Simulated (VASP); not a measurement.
# CdS (sol) (P6_3mc) in VASP: further runs

The runs below take CdS (sol) through single point, relaxation of the atoms, with PBEsol.

Everything below comes from runs of VASP 6.6.1. Logs are shortened: lines on timing, memory, paths and dates and some standing lists are left out, and cuts for length are marked.

## Step 1: The cell of the first run

It takes space group P6_3mc (No. 186, hexagonal). Conventional cell: a = 4.166 Å, b = 4.166 Å, c = 6.655 Å, α = 90.00°, β = 90.00°, γ = 120.00°. Within 3.3 Å of Cd (site symmetry 3m) lie 4 S at 2.53 Å. S (site symmetry 3m) has 4 Cd at 2.53 Å within 3.3 Å.

## Step 2: Single point, PBEsol (strained cell)

The input, INCAR:

```
SYSTEM = CdS
  PREC = Accurate
  ENCUT = 520
  EDIFF = 1E-7
  ISMEAR = 0
  SIGMA = 0.02
  LREAL = .FALSE.
  LASPH = .TRUE.
  NELM = 60
  ALGO = Normal
  ISIF = 2
  LWAVE = .FALSE.
  LCHARG = .FALSE.
  GGA = PS
  NBANDS = 26
```

The input, KPOINTS:

```
Automatic mesh
0
G
  6 6 4
  0 0 0
```

The input, POSCAR:

```
CdS
1.0
    4.1662911592      0.0000000000      0.0000000000
   -2.0831455796      3.6081139834      0.0000000000
    0.0000000000      0.0000000000      6.6546385873
Cd S
2 2
Direct
    0.3333333333      0.6666666667     -0.0019109523
    0.6666666667      0.3333333333      0.4980890477
    0.3333333333      0.6666666667      0.3789109523
    0.6666666667      0.3333333333      0.8789109523
```

Potentials or basis: VASP PAW PBE potentials, release 64 (Cd, S).

Command:

```bash
cat potpaw_PBE.64/Cd/POTCAR potpaw_PBE.64/S/POTCAR > POTCAR
mpirun -np 1 vasp_std > vasp.out
```

OUTCAR:

```text
SYSTEM = CdS
   PREC = Accurate
   ENCUT = 520
   EDIFF = 1E-7
   ISMEAR = 0
   LREAL = .FALSE.
   LASPH = .TRUE.
   NELM = 60
   ISIF = 2
   GGA = PS

 ion  position               nearest neighbor table
   1  0.333  0.667  0.998-   4 2.53   4 2.53   4 2.53   3 2.53
   2  0.667  0.333  0.498-   3 2.53   3 2.53   3 2.53   4 2.53
   3  0.333  0.667  0.379-   2 2.53   2 2.53   2 2.53   1 2.53
   4  0.667  0.333  0.879-   1 2.53   1 2.53   1 2.53   2 2.53

  LATTYP: Found a hexagonal cell.
 ALAT       =     4.1662911592
 C/A-ratio  =     1.5972572086

  Lattice vectors:

 A1 = (   4.1662911592,   0.0000000000,   0.0000000000)
 A2 = (  -2.0831455796,   3.6081139834,   0.0000000000)
 A3 = (   0.0000000000,   0.0000000000,   6.6546385873)

Analysis of symmetry for initial positions (statically):
=====================================================================
 Subroutine PRICEL returns:
 Original cell was already a primitive cell.

 Routine SETGRP: Setting up the symmetry group for a
 hexagonal supercell.

 Subroutine GETGRP returns: Found 12 space group operations
 (whereof  6 operations were pure point group operations)
 out of a pool of 24 trial point group operations.

The static configuration has the point symmetry C_3v.
 The point group associated with its full space group is C_6v.

Analysis of symmetry for dynamics (positions and initial velocities):
=====================================================================
 Subroutine PRICEL returns:
 Original cell was already a primitive cell.

 Routine SETGRP: Setting up the symmetry group for a
 hexagonal supercell.

 Subroutine GETGRP returns: Found 12 space group operations
 (whereof  6 operations were pure point group operations)
 out of a pool of 24 trial point group operations.

The dynamic configuration has the point symmetry C_3v.
 The point group associated with its full space group is C_6v.

 Subroutine INISYM returns: Found 12 space group operations
 (whereof  6 operations are pure point group operations),
 and found     1 'primitive' translations

----------------------------------------------------------------------------------------

                                     Primitive cell

  volume of cell :     100.0355

  direct lattice vectors                    reciprocal lattice vectors
     4.166291159  0.000000000  0.000000000     0.240021631  0.138576553  0.000000000
    -2.083145580  3.608113983  0.000000000     0.000000000  0.277153107  0.000000000
     0.000000000  0.000000000  6.654638587     0.000000000  0.000000000  0.150271121
[... 85 lines left out ...]
   LREAL  =      F    real-space projection
   EDIFFG = 0.1E-05   stopping-criterion for IOM
   NSW    =      0    number of steps for IOM
   IBRION =     -1    ionic relax: 0-MD 1-quasi-New 2-CG
   NFREE  =      0    steps in history (QN), initial steepest desc. (CG)
   ISIF   =      2    stress and relaxation
   ISYM   =      2    0-nonsym 1-usesym 2-fastsym
   POTIM  = 0.5000    time-step for ionic-motion
   TEBEG  =    0.0;   TEEND  =   0.0 temperature during run
   PSTRESS=    0.0 pullay stress
   NELECT =      36.0000    total number of electrons
   NUPDOWN=      -1.0000    fix difference up-down
   EMIN   =  10.00;   EMAX   =-10.00  energy-range for DOS
   EFERMI =   0.00;   METHOD = LEGACY
   ISMEAR =     0;   SIGMA  =   0.02  broadening in eV -4-tet -1-fermi 0-gaus
   EFERMI_NEDOS =   21; number of points for ismear=-14 and -15
   IALGO  =     38    algorithm
   IMIX   =      4    mixing-type and parameters
     AMIX     =   0.40;   BMIX     =  1.00
     AMIX_MAG =   1.60;   BMIX_MAG =  1.00
  volume/ion in A,a.u.               =      25.01       168.77
  Fermi-wavevector in a.u.,A,eV,Ry     =   1.164459  2.200509 18.449022  1.355965
  Thomas-Fermi vector in A             =   2.300997
   LORBIT       =      0    0 simple, 1 ext, 2 COOP (PROOUT), +10 PAW based schemes
   GGA     = PS    functional components
   LHFCALC =     F    Hartree Fock is set to
   AEXX    =    0.0000 exact exchange contribution
   IVDW    =     0    specifies the selected vdW correction
   LEPSILON=     F    determine dielectric tensor
   LRPA    =     F    only Hartree local field effects (RPA)
 non-spin polarized calculation
 Gauss-broadening in eV      SIGMA  =   0.02
  energy-cutoff  :      520.00
  volume of cell :      100.04
 maximum number of plane-waves:      2724
 NGX is ok and might be reduce to    32
   NGX = 15   NGY = 15   NGZ = 25

 number of electron      36.0000004 magnetization

 Free energy of the ion-electron system (eV)
  ---------------------------------------------------
  ext. energy  EPLUGINS =         0.00000000
  ---------------------------------------------------
  free energy    TOTEN  =       -13.62719176 eV

  energy without entropy =      -13.62719176  energy(sigma->0) =      -13.62719176

 E-fermi :   1.2408     XC(G=0):  -9.3304

 val. band max:        1.1295407095   @ k =   0.0000   0.0000   0.0000
 cond. band min:       2.2191994669   @ k =   0.0000   0.0000   0.0000
 fundamental gap:      1.0896587574
 Fermi energy:         1.2408462915

 k-point     1 :       0.0000    0.0000    0.0000
  band No.  band energies     occupation
      1     -11.1951      2.00000
      2     -10.7458      2.00000
      3      -6.5314      2.00000
      4      -6.5314      2.00000
      5      -6.5246      2.00000
      6      -6.4490      2.00000
[... 598 lines left out ...]
     25      10.3658      0.00000
     26      10.3658      0.00000

------------------------ aborting loop because EDIFF is reached ----------------------------------------

  FORCE on cell =-STRESS in cart. coord.  units (eV):
  Direction    XX          YY          ZZ          XY          YZ          ZX
  --------------------------------------------------------------------------------------
  -------------------------------------------------------------------------------------
  Total       -0.4027011     -0.4027011      0.1477799      0.0000000      0.0000000      0.0000000
  in kB       -6.4496932     -6.4496932      2.3668541      0.0000000      0.0000000      0.0000000
  external PRESSURE =      -3.5108441 kB  Pullay stress =       0.0000000 kB

 VOLUME and BASIS-vectors are now :
 -----------------------------------------------------------------------------
  energy-cutoff  :      520.00
  volume of cell :      100.04
      direct lattice vectors                 reciprocal lattice vectors
     4.166291159  0.000000000  0.000000000     0.240021631  0.138576553  0.000000000
    -2.083145580  3.608113983  0.000000000     0.000000000  0.277153107  0.000000000
     0.000000000  0.000000000  6.654638587     0.000000000  0.000000000  0.150271121

 POSITION                                       TOTAL-FORCE (eV/Angst)
 -----------------------------------------------------------------------------------
     -0.00000      2.40541      6.64192        -0.000000     -0.000000     -0.000573
      2.08315      1.20270      3.31460        -0.000000      0.000000     -0.000573
     -0.00000      2.40541      2.52152         0.000000      0.000000      0.000573
      2.08315      1.20270      5.84883        -0.000000     -0.000000      0.000573
 -----------------------------------------------------------------------------------
    total drift:                               -0.000000     -0.000000      0.000578

  FREE ENERGIE OF THE ION-ELECTRON SYSTEM (eV)
  ---------------------------------------------------
  free  energy   TOTEN  =       -13.6271917640 eV

  energy  without entropy=      -13.6271917640  energy(sigma->0) =      -13.62719176
```

stdout:

```text
POSCAR found type information on POSCAR CdS
 POSCAR found :  2 types and       4 ions
 scaLAPACK will be used
 -----------------------------------------------------------------------------
|                                                                             |
|                                                                             |
|     You enforced a specific xc type in the INCAR file but a different       |
|     I HOPE YOU KNOW WHAT YOU ARE DOING!                                     |
|                                                                             |
 -----------------------------------------------------------------------------

 LDA part: xc-table for (Slater+PW92), standard interpolation
 POSCAR, INCAR and KPOINTS ok, starting setup
 FFT: planning ... GRIDC
 FFT: planning ... GRID_SOFT
 FFT: planning ... GRID
 WAVECAR not read
 entering main loop
```

Run time: 28 s. Hardware: 1 thread of AMD EPYC 9R45 (Zen 5), shared host; peak memory 0.2 GiB.

Results:

```yaml
Free_energy: -13.6272 eV
Pressure: -0.4 GPa
Band_gap_on_the_k_mesh: 1.09 eV, direct
```

Levels at points of the mesh, in eV from the valence-band top:
| k point | band 14 | band 15 | band 16 | band 17 | band 18 | band 19 | band 20 | band 21 | band 22 | band 23 |
| --- | --- | --- | --- | --- | --- | --- | --- | --- | --- | --- |
| (0.00, 0.00, 0.00) | -0.79 | -0.79 | -0.01 | -0.01 | 0.00 | 1.09 | 2.55 | 6.31 | 6.31 | 6.88 |
| (0.50, 0.00, 0.00) | -3.55 | -2.64 | -1.93 | -1.27 | -0.78 | 3.64 | 3.68 | 5.07 | 6.40 | 6.99 |
| (0.00, 0.00, 0.50) | -2.43 | -0.41 | -0.41 | -0.41 | -0.41 | 2.71 | 2.71 | 6.11 | 6.11 | 6.66 |
| (0.50, 0.00, 0.50) | -4.18 | -1.39 | -1.39 | -1.26 | -1.26 | 3.40 | 3.40 | 5.27 | 5.27 | 7.78 |

Caveat: the cell differs from its parent crystal (strained cell); the PAW data sets were made with another functional, which shifts forces and pressure a little.

## Step 3: Relaxation of the atoms, PBEsol (strained cell)

The input, INCAR:

```
PREC = Accurate ; ENCUT = 520
EDIFF = 1E-7 ; ISMEAR = 0
SIGMA = 0.02 ; LREAL = F
LASPH = T ; NELM = 60
ALGO = Normal ; ISIF = 2
LWAVE = F ; LCHARG = F
GGA = PS ; IBRION = 2
NSW = 60 ; EDIFFG = -0.002
```

The input, KPOINTS:

```
regular mesh
0
Gamma
  6 6 4
```

POSCAR, as its differences from that of step 2:

```diff
@@ -4,3 +4,3 @@
    -2.0831455796      3.6081139834      0.0000000000
-    0.0000000000      0.0000000000      6.6546385873
+    0.0000000000      0.0000000000      6.6440435932
 Cd S
```

Potentials or basis: VASP PAW PBE potentials, release 64 (Cd, S).

Command:

```bash
cat potpaw_PBE.64/Cd/POTCAR potpaw_PBE.64/S/POTCAR > POTCAR
mpirun -np 1 vasp_std > vasp.out
```

Wall time 44 s (1 thread of AMD EPYC 9R45 (Zen 5), shared host); peak memory 0.2 GiB.

The run converged. Its results:

| Quantity | Value |
| --- | --- |
| Free energy | -13.6269 eV |
| Energy gained by relaxing | 0.0 meV/atom |
| Ionic steps | 3 |
| Pressure after relaxing | -0.3 GPa |
| Band gap on the k mesh | 1.09 eV, direct |

Stress tensor (GPa, compression positive):
```
-0.57  0.00  0.00
 0.00 -0.57  0.00
 0.00  0.00  0.38
```

Final structure:
```
Cd S
1.0
     4.16629    0.00000    0.00000
    -2.08315    3.60811    0.00000
     0.00000    0.00000    6.64404
Cd S
2 2
Direct
  0.33333 0.66667 0.99788
  0.66667 0.33333 0.49788
  0.33333 0.66667 0.37912
  0.66667 0.33333 0.87912
```

Levels at points of the mesh, in eV from the valence-band top:
```
           k point  band 16  band 17  band 18  band 19  band 20  band 21
(0.00, 0.00, 0.00)    -0.01    -0.01     0.00     1.09     2.53     6.30
(0.50, 0.00, 0.00)    -1.94    -1.28    -0.78     3.65     3.67     5.07
(0.00, 0.00, 0.50)    -0.42    -0.42    -0.42     2.71     2.71     6.12
(0.50, 0.00, 0.50)    -1.39    -1.26    -1.26     3.41     3.41     5.27
```

Caveat: the cell differs from its parent crystal (strained cell); the PAW data sets were made with another functional, which shifts forces and pressure a little.
